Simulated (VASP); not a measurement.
# SiGe: single point with PBEsol

Crystal: SiGe.

```
Si Ge
1.0
     3.90060    0.00000    0.00000
    -1.95030    3.37802    0.00000
     0.00000    0.00000    5.47688
Si Ge
2 2
Direct
  0.66667 0.33333 0.87455
  0.33333 0.66667 0.37455
  0.66667 0.33333 0.50045
  0.33333 0.66667 0.00045
```

This cell differs from its parent crystal: strain -0.1500 x Voigt [0, 0, 1, 0, 0, 0].

```yaml
Program: VASP 6.6.1
Task: single point
Functional: PBEsol
Potentials_or_basis: VASP PAW PBE potentials, release 64 (Si, Ge_d)
Cutoff: 520 eV
k_mesh: 12 × 12 × 6
Occupations: gaussian, width 0.03 eV
Spin: no spin polarisation
Dipole_correction: no
Further_INCAR_settings: ALGO = Normal; EDIFF = 1e-06; NBANDS = 26
```

| Property | Result |
| --- | --- |
| Pressure | 24.2 GPa |
| Largest force | 4.354 eV/Å |
| Band gap on the k mesh | zero (band 18 reaches 7.49 eV, above the bottom of band 19 at 6.56 eV) |

Forces on the atoms (eV/Å):
```
Si   0.000  0.000  4.354
Si   0.000  0.000  4.354
Ge   0.000  0.000 -4.354
Ge   0.000  0.000 -4.354
```

Stress tensor (GPa, compression positive):
```
 2.93  0.00  0.00
 0.00  2.93  0.00
 0.00  0.00 66.85
```

Levels at points of the mesh, in eV from the Fermi level:
```tsv
k point	band 15	band 16	band 17	band 18	band 19	band 20	band 21	band 22
(0.00, 0.00, 0.00)	-2.52	-0.64	0.00	0.54	0.54	1.33	1.33	3.29
(0.50, 0.00, 0.00)	-5.50	-4.09	-3.56	-0.92	-0.40	2.91	3.03	3.76
(0.00, 0.00, 0.50)	-1.48	-1.48	-1.48	-1.48	0.89	0.89	2.93	2.93
(0.50, 0.00, 0.50)	-2.98	-2.98	-1.90	-1.90	0.90	0.90	3.10	3.10
```

It took 58 s on 1 thread of Intel(R) Xeon(R) Platinum 8559C (Emerald Rapids) (shared host), peak memory 0.24 GiB.

Caveat: the cell differs from its parent crystal (strain -0.1500 x Voigt [0, 0, 1, 0, 0, 0]); the PAW data sets were made with another functional, which shifts forces and pressure a little.
